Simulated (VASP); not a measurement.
# HfB2 (P6/mmm) in VASP: notebook

HfB2 is run at these levels: PBEsol; tasks: single point.

Program: VASP 6.6.1. These are calculated values, not measurements. Logs are shortened: lines on timing, memory, paths and dates and some standing lists are left out, and cuts for length are marked.

## Step 1: The cell of the first run

It takes space group P6/mmm (No. 191, hexagonal). Conventional cell: a = 3.202 Å, b = 3.202 Å, c = 3.548 Å, α = 90.00°, β = 90.00°, γ = 120.00°. Within 3.4 Å of Hf (site symmetry 6/mmm) lie 12 B at 2.56 Å and 6 Hf at 3.20 Å. Within 2.5 Å of B (site symmetry -6m2) lie 3 B at 1.85 Å.

## Step 2: Single point, PBEsol (volume scaled by 1.06)

File INCAR:

```
ALGO = Normal
EDIFF = 1E-6
ENCUT = 520
GGA = PS
ISIF = 2
ISMEAR = -1
LASPH = True
LCHARG = True
LELF = True
LREAL = False
LVHAR = True
LWAVE = False
NBANDS = 15
NELM = 80
PREC = Accurate
SIGMA = 0.03
```

File KPOINTS:

```
k-points
0
Gamma
  15 15 12
```

File POSCAR:

```
HfB2
1.0
    3.2015843649      0.0000000000      0.0000000000
   -1.6007921825      2.7726533923      0.0000000000
    0.0000000000      0.0000000000      3.5482526220
Hf B
1 2
Direct
    0.0000000000      0.0000000000      0.0000000000
    0.3333333333      0.6666666667      0.5000000000
    0.6666666667      0.3333333333      0.5000000000
```

Potentials or basis: VASP PAW PBE potentials, release 64 (Hf_pv, B).

Launch:

```console
> cat potpaw_PBE.64/Hf_pv/POTCAR potpaw_PBE.64/B/POTCAR > POTCAR
> mpirun -np 1 vasp_std > vasp.out
```

OUTCAR:

```text
EDIFF = 1E-6
   ENCUT = 520
   GGA = PS
   ISIF = 2
   ISMEAR = -1
   LASPH = True
   LREAL = False
   NELM = 80
   PREC = Accurate

 ion  position               nearest neighbor table
   1  0.000  0.000  0.000-   2 2.56   3 2.56   2 2.56   3 2.56   2 2.56   2 2.56   3 2.56   3 2.56
                             3 2.56   3 2.56   2 2.56   2 2.56
   2  0.333  0.667  0.500-   3 1.85   3 1.85   3 1.85   1 2.56   1 2.56   1 2.56   1 2.56   1 2.56
                             1 2.56
   3  0.667  0.333  0.500-   2 1.85   2 1.85   2 1.85   1 2.56   1 2.56   1 2.56   1 2.56   1 2.56
                             1 2.56

  LATTYP: Found a hexagonal cell.
 ALAT       =     3.2015843649
 C/A-ratio  =     1.1082802193

  Lattice vectors:

 A1 = (   3.2015843649,   0.0000000000,   0.0000000000)
 A2 = (  -1.6007921825,   2.7726533923,   0.0000000000)
 A3 = (   0.0000000000,   0.0000000000,   3.5482526220)

Analysis of symmetry for initial positions (statically):
=====================================================================
 Subroutine PRICEL returns:
 Original cell was already a primitive cell.

 Routine SETGRP: Setting up the symmetry group for a
 hexagonal supercell.

 Subroutine GETGRP returns: Found 24 space group operations
 (whereof 24 operations were pure point group operations)
 out of a pool of 24 trial point group operations.

The static configuration has the point symmetry D_6h.

Analysis of symmetry for dynamics (positions and initial velocities):
=====================================================================
 Subroutine PRICEL returns:
 Original cell was already a primitive cell.

 Routine SETGRP: Setting up the symmetry group for a
 hexagonal supercell.

 Subroutine GETGRP returns: Found 24 space group operations
 (whereof 24 operations were pure point group operations)
 out of a pool of 24 trial point group operations.

The dynamic configuration has the point symmetry D_6h.

 Subroutine INISYM returns: Found 24 space group operations
 (whereof 24 operations are pure point group operations),
 and found     1 'primitive' translations

----------------------------------------------------------------------------------------

                                     Primitive cell

  volume of cell :      31.4974

  direct lattice vectors                    reciprocal lattice vectors
     3.201584365  0.000000000  0.000000000     0.312345353  0.180332674  0.000000000
    -1.600792182  2.772653392  0.000000000     0.000000000  0.360665348  0.000000000
     0.000000000  0.000000000  3.548252622     0.000000000  0.000000000  0.281828862

  length of vectors
     3.201584365  3.201584365  3.548252622     0.360665348  0.360665348  0.281828862

  position of ions in fractional coordinates (direct lattice)
     0.000000000  0.000000000  0.000000000
     0.333333333  0.666666667  0.500000000
     0.666666667  0.333333333  0.500000000

  ion indices of the primitive-cell ions
   primitive index   ion index
                 1           1
                 2           2
                 3           3

----------------------------------------------------------------------------------------

 KPOINTS: k-points

Automatic generation of k-mesh.
 Grid dimensions read from file:
 generate k-points for:   15   15   12

 Generating k-lattice:

  Cartesian coordinates                     Fractional coordinates (reciprocal lattice)
     0.020823024  0.012022178  0.000000000     0.066666667  0.000000000  0.000000000
     0.000000000  0.024044357  0.000000000     0.000000000  0.066666667  0.000000000
     0.000000000  0.000000000  0.023485739     0.000000000  0.000000000  0.083333333

  Length of vectors
     0.024044357  0.024044357  0.023485739

  Shift w.r.t. Gamma in fractional coordinates (k-lattice)
     0.000000000  0.000000000  0.000000000

 Subroutine IBZKPT returns following result:
 ===========================================

 Found    189 irreducible k-points:

 Following reciprocal coordinates:
            Coordinates               Weight
  0.000000  0.000000  0.000000      1.000000
  0.066667 -0.000000  0.000000      6.000000
  0.133333  0.000000  0.000000      6.000000
  0.200000 -0.000000  0.000000      6.000000
  0.266667  0.000000  0.000000      6.000000
  0.333333  0.000000  0.000000      6.000000
[... 16 lines left out ...]
  0.333333  0.200000  0.000000     12.000000
  0.400000  0.200000  0.000000      6.000000
 [... further k-points ...]
   k-points           NKPTS =    189   k-points in BZ     NKDIM =    189   number of bands    NBANDS=     15
   number of dos      NEDOS =    301   number of ions     NIONS =      3
   total plane-waves  NPLWV =  16128
   dimension x,y,z NGX =    24 NGY =   24 NGZ =   28
   dimension x,y,z NGXF=    48 NGYF=   48 NGZF=   56
   ions per type =               1   2
   NGX,Y,Z   is equivalent  to a cutoff of  12.46, 12.46, 13.12 a.u.
   NGXF,Y,Z  is equivalent  to a cutoff of  24.92, 24.92, 26.24 a.u.
 SYSTEM =  unknown system
   PREC   = accura    normal or accurate (medium, high low for compatibility)
   ISTART =      0    job   : 0-new  1-cont  2-samecut
   ICHARG =      2    charge: 1-file 2-atom 10-const
   ISPIN  =      1    spin polarized calculation?
   LNONCOLLINEAR =      F non collinear calculations
   LSORBIT =      F    spin-orbit coupling
   LASPH  =      T    aspherical Exc in radial PAW
   ENCUT  =  520.0 eV  38.22 Ry    6.18 a.u.   5.95  5.95  6.60*2*pi/ulx,y,z
   NELM   =     80;   NELMIN=  2; NELMDL= -5     # of ELM steps
   EDIFF  = 0.1E-05   stopping-criterion for ELM
   LREAL  =      F    real-space projection
   EDIFFG = 0.1E-04   stopping-criterion for IOM
   NSW    =      0    number of steps for IOM
   IBRION =     -1    ionic relax: 0-MD 1-quasi-New 2-CG
   NFREE  =      0    steps in history (QN), initial steepest desc. (CG)
   ISIF   =      2    stress and relaxation
   ISYM   =      2    0-nonsym 1-usesym 2-fastsym
   POTIM  = 0.5000    time-step for ionic-motion
   TEBEG  =    0.0;   TEEND  =   0.0 temperature during run
   PSTRESS=    0.0 pullay stress
   NELECT =      16.0000    total number of electrons
   NUPDOWN=      -1.0000    fix difference up-down
   EMIN   =  10.00;   EMAX   =-10.00  energy-range for DOS
   EFERMI =   0.00;   METHOD = LEGACY
   ISMEAR =    -1;   SIGMA  =   0.03  broadening in eV -4-tet -1-fermi 0-gaus
   EFERMI_NEDOS =   21; number of points for ismear=-14 and -15
   IALGO  =     38    algorithm
   IMIX   =      4    mixing-type and parameters
     AMIX     =   0.40;   BMIX     =  1.00
     AMIX_MAG =   1.60;   BMIX_MAG =  1.00
  volume/ion in A,a.u.               =      10.50        70.85
  Fermi-wavevector in a.u.,A,eV,Ry     =   1.306240  2.468437 23.215134  1.706264
  Thomas-Fermi vector in A             =   2.437056
   LORBIT       =      0    0 simple, 1 ext, 2 COOP (PROOUT), +10 PAW based schemes
   GGA     = PS    functional components
   LHFCALC =     F    Hartree Fock is set to
   AEXX    =    0.0000 exact exchange contribution
   IVDW    =     0    specifies the selected vdW correction
   LEPSILON=     F    determine dielectric tensor
   LRPA    =     F    only Hartree local field effects (RPA)
 non-spin polarized calculation
  energy-cutoff  :      520.00
  volume of cell :       31.50
 maximum number of plane-waves:       865
 NGX is ok and might be reduce to    24
   NGX = 11   NGY = 11   NGZ = 13

 number of electron      16.0000002 magnetization

 Free energy of the ion-electron system (eV)
  ---------------------------------------------------
  ext. energy  EPLUGINS =         0.00000000
  ---------------------------------------------------
  free energy    TOTEN  =       -27.73422558 eV

  energy without entropy =      -27.73350083  energy(sigma->0) =      -27.73386320

 E-fermi :   7.1200     XC(G=0): -12.4114

 val. band max:        7.0773041489   @ k =   0.4000   0.1333   0.0000
 cond. band min:       7.1328429434   @ k =   0.0667   0.0667   0.4167
 fundamental gap:      0.0555387945
 Fermi energy:         7.1199881227

 k-point     1 :       0.0000    0.0000    0.0000
  band No.  band energies     occupation
      1     -23.6648      2.00000
      2     -23.2261      2.00000
      3     -23.2261      2.00000
      4      -6.2894      2.00000
      5       4.2016      2.00000
      6       4.3320      2.00000
      7       4.3320      2.00000
      8       4.3423      2.00000
      9      10.8057      0.00000
     10      10.8057      0.00000
     11      11.4561      0.00000
     12      11.4561      0.00000
     13      11.7306      0.00000
     14      11.8557      0.00000
     15      11.8557      0.00000

 k-point     2 :       0.0667   -0.0000    0.0000
  band No.  band energies     occupation
      1     -23.6603      2.00000
      2     -23.2547      2.00000
      3     -23.2325      2.00000
      4      -6.1983      2.00000
      5       4.0534      2.00000
      6       4.2679      2.00000
      7       4.2952      2.00000
      8       4.3236      2.00000
      9      10.6717      0.00000
     10      10.7439      0.00000
     11      10.9256      0.00000
     12      10.9563      0.00000
     13      12.0907      0.00000
     14      12.3598      0.00000
     15      12.6228      0.00000

 k-point     3 :       0.1333    0.0000    0.0000
  band No.  band energies     occupation
      1     -23.6474      2.00000
      2     -23.3346      2.00000
      3     -23.2505      2.00000
      4      -5.9309      2.00000
      5       3.3472      2.00000
      6       4.0747      2.00000
      7       4.2881      2.00000
      8       4.5403      2.00000
      9       9.7457      0.00000
     10      10.5756      0.00000
     11      10.6065      0.00000
     12      11.1421      0.00000
     13      12.5454      0.00000
     14      13.1341      0.00000
     15      13.7740      0.00000
[... 343 lines left out ...]
 k-point    23 :       0.3333    0.2000    0.0000
  band No.  band energies     occupation
      1     -23.7647      2.00000
      2     -23.5541      2.00000
      3     -23.4963      2.00000
      4      -2.5369      2.00000
      5      -0.7361      2.00000
      6       1.2859      2.00000
      7       3.6555      2.00000
      8       6.2984      2.00000
      9       6.9052      1.99845
     10       9.2272      0.00000
     11      12.0665      0.00000
     12      13.5927      0.00000
     13      14.7754      0.00000
     14      16.2411      0.00000
     15      16.5197      0.00000

 k-point    24 :       0.4000    0.2000    0.0000
  band No.  band energies     occupation
      1     -23.7764      2.00000
      2     -23.5504      2.00000
      3     -23.5108      2.00000
      4      -1.7398      2.00000
      5      -1.5557      2.00000
      6       1.1819      2.00000
      7       3.7019      2.00000
      8       6.0881      2.00000
      9       6.8697      1.99952
     10       9.8786      0.00000
     11      11.4172      0.00000
     12      13.5641      0.00000
     13      15.2473      0.00000
     14      16.4853      0.00000
     15      16.8583      0.00000

 [... further k-points ...]
[... 5 lines left out ...]
  --------------------------------------------------------------------------------------
  -------------------------------------------------------------------------------------
  Total       -3.4524322     -3.4524322     -3.3331632      0.0000000     -0.0000000      0.0000000
  in kB     -175.6146240   -175.6146240   -169.5477768      0.0000000     -0.0000000      0.0000000
  external PRESSURE =    -173.5923416 kB  Pullay stress =       0.0000000 kB

 VOLUME and BASIS-vectors are now :
 -----------------------------------------------------------------------------
  energy-cutoff  :      520.00
  volume of cell :       31.50
      direct lattice vectors                 reciprocal lattice vectors
     3.201584365  0.000000000  0.000000000     0.312345353  0.180332674  0.000000000
    -1.600792182  2.772653392  0.000000000     0.000000000  0.360665348  0.000000000
     0.000000000  0.000000000  3.548252622     0.000000000  0.000000000  0.281828862

 POSITION                                       TOTAL-FORCE (eV/Angst)
 -----------------------------------------------------------------------------------
      0.00000      0.00000      0.00000         0.000000      0.000000      0.000000
     -0.00000      1.84844      1.77413        -0.000000     -0.000000     -0.000000
      1.60079      0.92422      1.77413         0.000000      0.000000      0.000000
 -----------------------------------------------------------------------------------
    total drift:                               -0.000000      0.000000      0.000000

  FREE ENERGIE OF THE ION-ELECTRON SYSTEM (eV)
  ---------------------------------------------------
  free  energy   TOTEN  =       -27.7342255769 eV

  energy  without entropy=      -27.7335008321  energy(sigma->0) =      -27.73386320
```

It took 24 s on 1 thread of Intel Xeon 6975P-C (Granite Rapids), shared host; peak memory 0.21 GiB.

Results:

```
Free energy            : -27.7342 eV
Pressure               : -17.4 GPa
Band gap on the k mesh : zero (band 8 reaches 7.82 eV, above the bottom of band 9 at 6.87 eV)
```

Caveat: the PAW data sets were made with another functional, which shifts forces and pressure a little; spin-orbit coupling is left out, which moves the levels of the heavy elements.

## Step 3: Single point, PBEsol (zz strain of -2 %)

File INCAR:

```
  PREC = Accurate
  ENCUT = 520
  EDIFF = 1E-6
  ISMEAR = -1
  SIGMA = 0.03
  LREAL = F
  LASPH = T
  NELM = 60
  ALGO = Normal
  ISIF = 2
  LWAVE = F
  LCHARG = F
  GGA = PS
  NBANDS = 15
```

File KPOINTS:

```
regular mesh
0
Gamma
  15 15 12
```

File POSCAR:

```
HfB2
1.0
    3.1400001005      0.0000000000      0.0000000000
   -1.5700000503      2.7193198549      0.0000000000
    0.0000000000      0.0000000000      3.4104000000
Hf B
1 2
Direct
    0.0000000000      0.0000000000      0.0000000000
    0.3333333333      0.6666666667      0.5000000000
    0.6666666667      0.3333333333      0.5000000000
```

Potentials or basis: VASP PAW PBE potentials, release 64 (Hf_pv, B).

Launch:

```console
> cat potpaw_PBE.64/Hf_pv/POTCAR potpaw_PBE.64/B/POTCAR > POTCAR
> mpirun -np 1 vasp_std > vasp.out
```

Wall time 28 s (1 thread of Intel Xeon 6975P-C, shared host); peak memory 0.21 GiB.

The run converged. Its results:

| Property | Result |
| --- | --- |
| Free energy | -27.8604 eV |
| Pressure | 0.4 GPa |
| Band gap on the k mesh | zero (band 8 reaches 8.31 eV, above the bottom of band 9 at 7.45 eV) |

Stress tensor (GPa, compression positive):
```
-1.50  0.00  0.00
 0.00 -1.50  0.00
 0.00  0.00  4.21
```

Levels at points of the mesh, in eV from the Fermi level:
```
           k point  band 6  band 7  band 8  band 9  band 10  band 11
(0.00, 0.00, 0.00)   -3.12   -3.04   -2.61    4.04     4.04     4.87
(0.00, 0.00, 0.50)   -1.30   -1.30    0.05    0.05     0.94     0.94
```

Caveat: the cell differs from its parent crystal (zz strain of -2 %); the PAW data sets were made with another functional, which shifts forces and pressure a little; spin-orbit coupling is left out, which moves the levels of the heavy elements.

## Step 4: Single point, PBEsol (zz strain of -1 %)

File INCAR:

```
SYSTEM = HfB2
PREC     = Accurate       ! precision mode
ENCUT    = 520            ! plane-wave cutoff, eV
EDIFF    = 1E-6           ! SCF threshold, eV
ISMEAR   = -1             ! smearing method
SIGMA    = 0.03           ! smearing width, eV
LREAL    = .FALSE.        ! projectors in reciprocal space
LASPH    = .TRUE.         ! aspherical terms in the spheres
NELM     = 100            ! most SCF steps
ALGO     = Normal         ! electronic algorithm
ISIF     = 2              ! what is computed and relaxed
LWAVE    = .FALSE.        ! write WAVECAR
LCHARG   = .FALSE.        ! write CHGCAR
GGA      = PS             ! functional
NBANDS   = 15             ! bands
```

File KPOINTS:

```
Automatic mesh
0
G
  15 15 12
  0 0 0
```

Edit POSCAR of step 3 so:

```diff
@@ -4,3 +4,3 @@
    -1.5700000503      2.7193198549      0.0000000000
-    0.0000000000      0.0000000000      3.4104000000
+    0.0000000000      0.0000000000      3.4452000000
 Hf B
```

Launch:

```console
> cat potpaw_PBE.64/Hf_pv/POTCAR potpaw_PBE.64/B/POTCAR > POTCAR
> mpirun -np 1 vasp_std > vasp.out
```

Run time: 26 s. Hardware: 1 thread of Intel Xeon 6975P-C, shared host; peak memory 0.21 GiB.

It converged, with:

| Item | Value |
| --- | --- |
| Free energy | -27.8639 eV |
| Pressure | -2.1 GPa |
| Band gap on the k mesh | zero (band 8 reaches 8.32 eV, above the bottom of band 9 at 7.38 eV) |

Stress tensor (GPa, compression positive):
```
-2.86  0.00  0.00
 0.00 -2.86  0.00
 0.00  0.00 -0.64
```

Levels at points of the mesh, in eV from the Fermi level:
| k point | band 6 | band 7 | band 8 | band 9 | band 10 | band 11 |
| --- | --- | --- | --- | --- | --- | --- |
| (0.00, 0.00, 0.00) | -3.01 | -3.01 | -2.68 | 4.01 | 4.01 | 4.78 |
| (0.00, 0.00, 0.50) | -1.23 | -1.23 | 0.16 | 0.16 | 0.95 | 0.95 |

Caveat: the cell differs from its parent crystal (zz strain of -1 %); the PAW data sets were made with another functional, which shifts forces and pressure a little; spin-orbit coupling is left out, which moves the levels of the heavy elements.

## Step 5: Single point, PBEsol (zz strain of +1 %)

File INCAR:

```
SYSTEM = HfB2
ALGO = Normal
EDIFF = 1E-6
ENCUT = 520
GGA = PS
ISIF = 2
ISMEAR = -1
LASPH = .TRUE.
LCHARG = .FALSE.
LREAL = .FALSE.
LWAVE = .FALSE.
NBANDS = 15
NELM = 100
PREC = Accurate
SIGMA = 0.03
```

File KPOINTS:

```
k-points
0
G
  15 15 12
  0 0 0
```

Edit POSCAR of step 4 so:

```diff
@@ -4,3 +4,3 @@
    -1.5700000503      2.7193198549      0.0000000000
-    0.0000000000      0.0000000000      3.4452000000
+    0.0000000000      0.0000000000      3.5148000000
 Hf B
```

Launch:

```console
> cat potpaw_PBE.64/Hf_pv/POTCAR potpaw_PBE.64/B/POTCAR > POTCAR
> mpirun -np 1 vasp_std > vasp.out
```

It took 28 s on 1 thread of Intel Xeon 6975P-C, shared host; peak memory 0.21 GiB.

It converged, with:

| Item | Value |
| --- | --- |
| Free energy | -27.8449 eV |
| Pressure | -6.7 GPa |
| Band gap on the k mesh | zero (band 8 reaches 8.32 eV, above the bottom of band 9 at 7.22 eV) |

Stress tensor (GPa, compression positive):
```
-5.26  0.00  0.00
 0.00 -5.26  0.00
 0.00  0.00 -9.57
```

Levels at points of the mesh, in eV from the Fermi level:
| k point | band 4 | band 5 | band 6 | band 7 | band 8 | band 9 | band 10 | band 11 | band 12 | band 13 |
| --- | --- | --- | --- | --- | --- | --- | --- | --- | --- | --- |
| (0.00, 0.00, 0.00) | -13.68 | -3.08 | -2.85 | -2.80 | -2.80 | 3.94 | 3.94 | 4.52 | 4.52 | 5.02 |
| (0.00, 0.00, 0.50) | -11.33 | -8.37 | -1.13 | -1.13 | 0.38 | 0.38 | 0.96 | 0.96 | 1.99 | 5.18 |

Caveat: the cell differs from its parent crystal (zz strain of +1 %); the PAW data sets were made with another functional, which shifts forces and pressure a little; spin-orbit coupling is left out, which moves the levels of the heavy elements.

## Step 6: Overview

| cell | gap on the mesh (eV) | pressure (GPa) |
| --- | --- | --- |
| a = 3.202, b = 3.202, c = 3.548 Å, angles 90.0, 90.0, 120.0°, 3 atoms | none | -17.4 |
| a = 3.140, b = 3.140, c = 3.410 Å, angles 90.0, 90.0, 120.0°, 3 atoms | none | 0.4 |
| a = 3.140, b = 3.140, c = 3.445 Å, angles 90.0, 90.0, 120.0°, 3 atoms | none | -2.1 |
| a = 3.140, b = 3.140, c = 3.515 Å, angles 90.0, 90.0, 120.0°, 3 atoms | none | -6.7 |

Alike in all rows: task single point; level PBEsol; potentials or basis VASP PAW PBE potentials, release 64 (Hf_pv, B); no spin polarisation; k mesh 15 × 15 × 12; cutoff (eV) 520; smearing fermi-dirac 0.03 eV.

Caveats: the PAW data sets were made with another functional, which shifts forces and pressure a little; spin-orbit coupling is left out, which moves the levels of the heavy elements.

Total energies depend on the potentials used, so only differences within one code and one set of settings carry meaning.
